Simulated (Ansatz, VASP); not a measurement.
Bi in VASP and in Ansatz

```
CELL_PARAMETERS angstrom
-2.00647 2.00647 2.00647
2.00647 -2.00647 2.00647
2.00647 2.00647 -2.00647
ATOMIC_POSITIONS crystal
Bi 0.00000 0.00000 0.00000
```

Alike in both runs: functional revPBE; k mesh 11 × 11 × 11; occupations fermi-dirac, width 0.1 eV; no spin polarisation.

Ansatz relaxed the structure, and its values are those at the end. VASP's run is a single point on that final structure, the one shown.

|  | VASP | Ansatz |
| --- | --- | --- |
| version | VASP 6.6.1 | Ansatz 0.2.0 |
| potentials or method | VASP PAW PBE potentials, release 64 (Bi_d), cutoff 520 eV | plane waves (420 eV) with PAW, scalar-relativistic |
| valence electrons in the cell | 15 | 15 |

```csv
,VASP,Ansatz,Ansatz less VASP
pressure (GPa),0.0,0.0,+0.04
```

VASP's potentials were made for PBE, not for revPBE.

Spin-orbit coupling is off throughout.
